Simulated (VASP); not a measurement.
A run of VASP 6.6.1 is set up as follows.

File INCAR:

```
PREC = Accurate ; ENCUT = 520
EDIFF = 1E-6 ; ISMEAR = 0
SIGMA = 0.01 ; LREAL = False
LASPH = True ; NELM = 80
ALGO = Normal ; ISIF = 2
LWAVE = False ; LCHARG = True
LELF = True ; LVHAR = True
NBANDS = 11
```

Contents of KPOINTS:

```
Automatic mesh
0
Gamma
  8 8 8
```

POSCAR

```
BP
1.0
    0.0000000000      2.2690000000      2.2690000000
    2.2690000000      0.0000000000      2.2690000000
    2.2690000000      2.2690000000      0.0000000000
B P
1 1
Direct
    0.0000000000      0.0000000000      0.0000000000
    0.2500000000      0.2500000000      0.2500000000
```

Potentials or basis: VASP PAW LDA potentials, release 64 (B, P).

The run is started by

```bash
$ cat potpaw_LDA.64/B/POTCAR potpaw_LDA.64/P/POTCAR > POTCAR
$ mpirun -np 1 vasp_std > vasp.out
```

Problem. Predict the pressure.

Solution. -5.3 GPa.

Problem. What does it give for the band gap on the k mesh?

Solution. 1.22 eV, indirect (least direct gap 3.38 eV).

A k mesh can miss the band edges.
